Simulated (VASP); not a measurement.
Write the native input for VASP 6.6.1 that does the following.

| Item | Value |
| --- | --- |
| Task | single point |
| Functional | LDA |
| Potentials or basis | VASP PAW LDA potentials, release 64 (Ti_sv, O_h) |
| Cutoff | 910 eV |
| k mesh | 6 × 6 × 4 |
| Occupations | gaussian, width 0.01 eV |
| Spin | no spin polarisation |
| Dipole correction | no |
| Further INCAR settings | ALGO = Normal; EDIFF = 1e-06; NBANDS = 33 |

The structure of TiO2 lies in POSCAR:

```
TiO2
1.0
    2.7060340000     -2.7066550000      0.0000000000
    2.7060340000      2.7066550000      0.0000000000
   -2.6335310000      0.0000000000      4.7966370000
Ti O
2 4
Direct
    0.1341100000      0.8658900000      0.2500000000
    0.8658900000      0.1341100000      0.7500000000
    0.3312210000      0.0887550000      0.6671490000
    0.6687790000      0.9112450000      0.3328510000
    0.9112450000      0.6687790000      0.8328510000
    0.0887550000      0.3312210000      0.1671490000
```

The input as run:

INCAR

```
PREC = Accurate
ENCUT = 910
EDIFF = 1E-6
ISMEAR = 0
SIGMA = 0.01
LREAL = F
LASPH = T
NELM = 120
ALGO = Normal
ISIF = 2
LWAVE = F
LCHARG = F
GGA = CA
NBANDS = 33
GGA_COMPAT = F
```

KPOINTS

```
regular mesh
0
Gamma
  6 6 4
```

Potentials or basis: VASP PAW LDA potentials, release 64 (Ti_sv, O_h).

Command:

```bash
$ cat potpaw_LDA.64/Ti_sv/POTCAR potpaw_LDA.64/O_h/POTCAR > POTCAR
$ mpirun -np 1 vasp_std > vasp.out
```

Results of the run:

```
Pressure               : -12.3 GPa
Largest force          : 0.316 eV/Å
Band gap on the k mesh : 1.96 eV (least direct gap 2.29 eV)
```

Caveat: the cutoff is under 1.25 times the usual one of these potentials, so pressure, stress and relaxed cells hold a basis-set (Pulay) error; the cell stands under tension.

Wall time 4 min on 1 thread of Intel(R) Xeon(R) Platinum 8259CL CPU @ 2.50GHz (Skylake/Cascade Lake) (shared host), peak memory 0.36 GiB.
